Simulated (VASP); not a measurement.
TiAl: single point with PBEsol

TiAl:

```
Ti Al
1.0
     3.38742    0.00000    0.00000
     0.00000    3.50324    0.00000
     0.00000    0.00000    3.15608
Ti Al
1 1
Direct
  0.00000 0.00000 0.00000
  0.50000 0.50000 0.50000
```

This cell differs from its parent crystal: normal strain along x +0.0733, normal strain along y +0.1100.

```
Program             : VASP 6.6.1
Task                : single point
Functional          : PBEsol
Potentials or basis : VASP PAW PBE potentials, release 64 (Ti_sv, Al)
Cutoff              : 520 eV
k mesh              : 14 × 14 × 14
Occupations         : gaussian, width 0.15 eV
Spin                : no spin polarisation
```

```json
{
  "Pressure": "-14.3 GPa"
}
```

Stress tensor (GPa, compression positive):
```
-15.15   0.00   0.00
  0.00 -11.92   0.00
  0.00   0.00 -15.90
```

Levels at points of the mesh, in eV from the Fermi level:
```tsv
k point	band 6	band 7	band 8	band 9	band 10	band 11
(0.00, 0.00, 0.00)	-1.16	-1.01	1.27	1.61	1.72	2.74
(0.50, 0.00, 0.00)	-4.71	-0.43	-0.31	0.71	1.75	2.34
(0.00, 0.50, 0.00)	-4.79	-0.47	-0.01	0.70	1.82	2.04
(0.50, 0.50, 0.00)	-2.26	-2.12	-1.40	1.02	1.06	2.05
(0.00, 0.00, 0.50)	-4.53	-0.24	-0.23	0.07	1.52	2.99
(0.50, 0.00, 0.50)	-1.90	-1.54	-1.11	0.32	0.45	2.38
(0.00, 0.50, 0.50)	-2.11	-1.61	-1.18	0.49	0.67	2.19
(0.50, 0.50, 0.50)	-2.56	-2.55	-0.04	2.14	2.49	2.52
```

It took 4 min on 1 thread of Intel(R) Xeon(R) 6975P-C (Granite Rapids), with other jobs on the host, peak memory 0.38 GiB.

Caveat: the cell differs from its parent crystal (normal strain along x +0.0733, normal strain along y +0.1100); the PAW data sets were made with another functional, which shifts forces and pressure a little.
